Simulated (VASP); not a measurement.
# ReS (Imm2) in VASP: notebook, part 2 of 2

VASP 6.6.1.

### Step 3. Single point, PBE, collinear spin, ferromagnetic start

INCAR reads:

```
PREC = Accurate
ENCUT = 520
EDIFF = 1E-6
ISMEAR = 0
SIGMA = 0.05
LREAL = False
LASPH = True
NELM = 150
ALGO = Normal
ISIF = 2
LWAVE = False
LCHARG = True
ISPIN = 2
MAGMOM = 0.05 0
LORBIT = 11
LMAXMIX = 4
GGA = PE
LELF = True
LVHAR = True
NBANDS = 18
```

KPOINTS reads:

```
Automatic mesh
0
Gamma
  12 12 12
```

POSCAR reads:

```
ReS
1.0
    0.0000000000      2.6445124287      2.6445124287
    2.6183291373      0.0261832914      2.6183291373
    2.6183291373      2.6183291373      0.0261832914
Re S
1 1
Direct
    0.0000000000      0.0000000000      0.0000000000
    0.2500000000      0.2500000000      0.2500000000
```

Potentials or basis: VASP PAW PBE potentials, release 64 (Re, S).

Run with:

```console
$ cat potpaw_PBE.64/Re/POTCAR potpaw_PBE.64/S/POTCAR > POTCAR
$ mpirun -np 1 vasp_std > vasp.out
```

OUTCAR:

```text
PREC = Accurate
   ENCUT = 520
   EDIFF = 1E-6
   ISMEAR = 0
   LREAL = False
   LASPH = True
   NELM = 150
   ISIF = 2
   ISPIN = 2
   LORBIT = 11
   GGA = PE

 ion  position               nearest neighbor table
   1  0.000  0.000  0.000-   2 2.25   2 2.25   2 2.28   2 2.28
   2  0.250  0.250  0.250-   1 2.25   1 2.25   1 2.28   1 2.28

  LATTYP: Found a body centered orthorhombic cell.
 ALAT       =     3.6658478109
 B/A-ratio  =     1.0202020202
 C/A-ratio  =     1.4284985479

  Lattice vectors:

 A1 = (  -2.6183291373,   2.6183291373,   0.0261832914)
 A2 = (  -2.6183291373,  -2.6183291373,  -0.0261832914)
 A3 = (   2.6183291373,   0.0261832914,   2.6183291373)

Analysis of symmetry for initial positions (statically):
=====================================================================
 Subroutine PRICEL returns:
 Original cell was already a primitive cell.

 Routine SETGRP: Setting up the symmetry group for a
 body centered orthorhombic supercell.

 Subroutine GETGRP returns: Found  4 space group operations
 (whereof  4 operations were pure point group operations)
 out of a pool of  8 trial point group operations.

The static configuration has the point symmetry C_2v.

Analysis of symmetry for dynamics (positions and initial velocities):
=====================================================================
 Subroutine PRICEL returns:
 Original cell was already a primitive cell.

 Routine SETGRP: Setting up the symmetry group for a
 body centered orthorhombic supercell.

 Subroutine GETGRP returns: Found  4 space group operations
 (whereof  4 operations were pure point group operations)
 out of a pool of  8 trial point group operations.

The dynamic configuration has the point symmetry C_2v.

Analysis of structural, dynamic, and magnetic symmetry:
=====================================================================
 Subroutine PRICEL returns:
 Original cell was already a primitive cell.

 Routine SETGRP: Setting up the symmetry group for a
 body centered orthorhombic supercell.

 Subroutine GETGRP returns: Found  4 space group operations
 (whereof  4 operations were pure point group operations)
 out of a pool of  8 trial point group operations.

The overall configuration has the point symmetry C_2v.

 Subroutine INISYM returns: Found  4 space group operations
 (whereof  4 operations are pure point group operations),
 and found     1 'primitive' translations

----------------------------------------------------------------------------------------

                                     Primitive cell

  volume of cell :      35.8971

  direct lattice vectors                    reciprocal lattice vectors
     0.000000000  2.644512429  2.644512429    -0.190961477  0.189070770  0.189070770
     2.618329137  0.026183291  2.618329137     0.190961477 -0.192890381  0.192890381
     2.618329137  2.618329137  0.026183291     0.190961477  0.192890381 -0.192890381

  length of vectors
     3.739905343  3.702969147  3.702969147     0.328575406  0.332986012  0.332986012

  position of ions in fractional coordinates (direct lattice)
     0.000000000  0.000000000  0.000000000
     0.250000000  0.250000000  0.250000000

  ion indices of the primitive-cell ions
   primitive index   ion index
[... 61 lines left out ...]
   ions per type =               1   1
   NGX,Y,Z   is equivalent  to a cutoff of  12.45, 12.57, 12.57 a.u.
   NGXF,Y,Z  is equivalent  to a cutoff of  24.89, 25.14, 25.14 a.u.
 SYSTEM =  unknown system
   PREC   = accura    normal or accurate (medium, high low for compatibility)
   ISTART =      0    job   : 0-new  1-cont  2-samecut
   ICHARG =      2    charge: 1-file 2-atom 10-const
   ISPIN  =      2    spin polarized calculation?
   LNONCOLLINEAR =      F non collinear calculations
   LSORBIT =      F    spin-orbit coupling
   LASPH  =      T    aspherical Exc in radial PAW
   ENCUT  =  520.0 eV  38.22 Ry    6.18 a.u.   6.95  6.89  6.89*2*pi/ulx,y,z
   NELM   =    150;   NELMIN=  2; NELMDL= -5     # of ELM steps
   EDIFF  = 0.1E-05   stopping-criterion for ELM
   LREAL  =      F    real-space projection
   EDIFFG = 0.1E-04   stopping-criterion for IOM
   NSW    =      0    number of steps for IOM
   IBRION =     -1    ionic relax: 0-MD 1-quasi-New 2-CG
   NFREE  =      0    steps in history (QN), initial steepest desc. (CG)
   ISIF   =      2    stress and relaxation
   ISYM   =      2    0-nonsym 1-usesym 2-fastsym
   POTIM  = 0.5000    time-step for ionic-motion
   TEBEG  =    0.0;   TEEND  =   0.0 temperature during run
   PSTRESS=    0.0 pullay stress
   NELECT =      13.0000    total number of electrons
   NUPDOWN=      -1.0000    fix difference up-down
   EMIN   =  10.00;   EMAX   =-10.00  energy-range for DOS
   EFERMI =   0.00;   METHOD = LEGACY
   ISMEAR =     0;   SIGMA  =   0.05  broadening in eV -4-tet -1-fermi 0-gaus
   EFERMI_NEDOS =   21; number of points for ismear=-14 and -15
   IALGO  =     38    algorithm
   IMIX   =      4    mixing-type and parameters
     AMIX     =   0.40;   BMIX     =  1.00
     AMIX_MAG =   1.60;   BMIX_MAG =  1.00
  volume/ion in A,a.u.               =      17.95       121.12
  Fermi-wavevector in a.u.,A,eV,Ry     =   1.166907  2.205134 18.526667  1.361672
  Thomas-Fermi vector in A             =   2.303414
   LORBIT       =     11    0 simple, 1 ext, 2 COOP (PROOUT), +10 PAW based schemes
   GGA     = PE    functional components
   LHFCALC =     F    Hartree Fock is set to
   AEXX    =    0.0000 exact exchange contribution
   IVDW    =     0    specifies the selected vdW correction
   LEPSILON=     F    determine dielectric tensor
   LRPA    =     F    only Hartree local field effects (RPA)
 spin polarized calculation
 Gauss-broadening in eV      SIGMA  =   0.05
  energy-cutoff  :      520.00
  volume of cell :       35.90
 maximum number of plane-waves:       979
   NGX = 13   NGY = 13   NGZ = 13

 number of electron      13.0000001 magnetization       0.0144888

 Free energy of the ion-electron system (eV)
  ---------------------------------------------------
  ext. energy  EPLUGINS =         0.00000000
  ---------------------------------------------------
  free energy    TOTEN  =       -15.81929471 eV

  energy without entropy =      -15.81566464  energy(sigma->0) =      -15.81747968

 E-fermi :   6.3447     XC(G=0): -11.1783

 val. band max:        6.3439879782   @ k =  -0.2500   0.3333   0.1667
 cond. band min:       6.3449467561   @ k =  -0.4167   0.4167   0.1667
 fundamental gap:      0.0009587779
 Fermi energy:         6.3447473337

 spin component 1

 k-point     1 :       0.0000    0.0000    0.0000
  band No.  band energies     occupation
      1      -9.4482      1.00000
      2       0.0998      1.00000
      3       0.1165      1.00000
      4       0.1373      1.00000
      5       5.2103      1.00000
      6       5.2137      1.00000
[... 493 lines left out ...]
     17      24.7473      0.00000
     18      24.9159      0.00000

 [... further k-points ...]

 spin component 2

 k-point     1 :       0.0000    0.0000    0.0000
  band No.  band energies     occupation
      1      -9.4470      1.00000
      2       0.1027      1.00000
      3       0.1193      1.00000
      4       0.1401      1.00000
      5       5.2212      1.00000
      6       5.2249      1.00000
[... 493 lines left out ...]
     17      24.7524      0.00000
     18      24.9211      0.00000

 [... further k-points ...]
[... 5 lines left out ...]
  --------------------------------------------------------------------------------------
  -------------------------------------------------------------------------------------
  Total        0.3241478      0.3033275      0.3033275     -0.0000000     -0.5716868      0.0000000
  in kB       14.4675299     13.5382663     13.5382663     -0.0000000    -25.5158142      0.0000000
  external PRESSURE =      13.8480208 kB  Pullay stress =       0.0000000 kB

 VOLUME and BASIS-vectors are now :
 -----------------------------------------------------------------------------
  energy-cutoff  :      520.00
  volume of cell :       35.90
      direct lattice vectors                 reciprocal lattice vectors
     0.000000000  2.644512429  2.644512429    -0.190961477  0.189070770  0.189070770
     2.618329137  0.026183291  2.618329137     0.190961477 -0.192890381  0.192890381
     2.618329137  2.618329137  0.026183291     0.190961477  0.192890381 -0.192890381

 POSITION                                       TOTAL-FORCE (eV/Angst)
 -----------------------------------------------------------------------------------
      0.00000      0.00000      0.00000         0.397313     -0.000000     -0.000000
      1.30916      1.32226      1.32226        -0.397313      0.000000      0.000000
 -----------------------------------------------------------------------------------
    total drift:                                0.000763     -0.000000     -0.000000

  FREE ENERGIE OF THE ION-ELECTRON SYSTEM (eV)
  ---------------------------------------------------
  free  energy   TOTEN  =       -15.8192947110 eV

  energy  without entropy=      -15.8156646422  energy(sigma->0) =      -15.81747968

 total charge

# of ion       s       p       d       tot
------------------------------------------
    1        0.539   0.471   5.155   6.166
    2        1.299   2.383   0.000   3.683
--------------------------------------------------
tot          1.839   2.855   5.155   9.849

 magnetization (x)

# of ion       s       p       d       tot
------------------------------------------
    1        0.001   0.000   0.012   0.013
    2       -0.000  -0.000   0.000  -0.000
--------------------------------------------------
tot          0.001   0.000   0.012   0.012
```

stdout:

```text
POSCAR found type information on POSCAR ReS
 POSCAR found :  2 types and       2 ions
 scaLAPACK will be used
 LDA part: xc-table for (Slater+PW92), standard interpolation
 POSCAR, INCAR and KPOINTS ok, starting setup
 FFT: planning ... GRIDC
 FFT: planning ... GRID_SOFT
 FFT: planning ... GRID
 WAVECAR not read
 entering main loop
```

Run time: 4.2 min. Hardware: 1 thread of AMD EPYC 9R45 (Zen 5), shared host; peak memory 0.35 GiB.

What came out:

```yaml
Free_energy: -15.8193 eV
Pressure: 1.4 GPa
Largest_force: 0.397 eV/Å
Net_moment: 0.01 μB per cell
Valence_electrons_inside_the_program's_atomic_spheres: Re 6.17; S 3.68
```

Forces on the atoms (eV/Å):
```
Re   0.397  0.000  0.000
S   -0.397  0.000  0.000
```

Levels at points of the mesh, in eV from the Fermi level:
Spin up:
```csv
k point,band 3,band 4,band 5,band 6,band 7,band 8,band 9,band 10
"(0.00, 0.00, 0.00)",-6.23,-6.21,-1.13,-1.13,1.26,4.78,4.81,4.84
"(0.50, 0.00, 0.00)",-5.76,-5.73,-0.66,-0.59,-0.52,2.33,2.47,3.93
"(0.00, 0.50, 0.00)",-5.75,-5.71,-0.62,-0.60,-0.53,2.22,2.36,3.85
"(0.50, 0.50, 0.00)",-4.76,-4.76,-2.31,-0.76,0.19,0.63,0.63,7.76
"(0.00, 0.50, 0.50)",-4.76,-4.75,-2.31,-0.76,0.19,0.55,0.72,7.72
```
Spin down:
```
           k point  band 3  band 4  band 5  band 6  band 7  band 8  band 9  band 10
(0.00, 0.00, 0.00)   -6.23   -6.20   -1.12   -1.12    1.27    4.78    4.81     4.84
(0.50, 0.00, 0.00)   -5.76   -5.72   -0.65   -0.58   -0.52    2.33    2.47     3.94
(0.00, 0.50, 0.00)   -5.75   -5.71   -0.61   -0.59   -0.53    2.23    2.36     3.85
(0.50, 0.50, 0.00)   -4.75   -4.75   -2.31   -0.76    0.20    0.64    0.64     7.77
(0.00, 0.50, 0.50)   -4.76   -4.75   -2.31   -0.76    0.20    0.55    0.73     7.72
```

Caveat: spin-orbit coupling is left out, which moves the levels of the heavy elements.
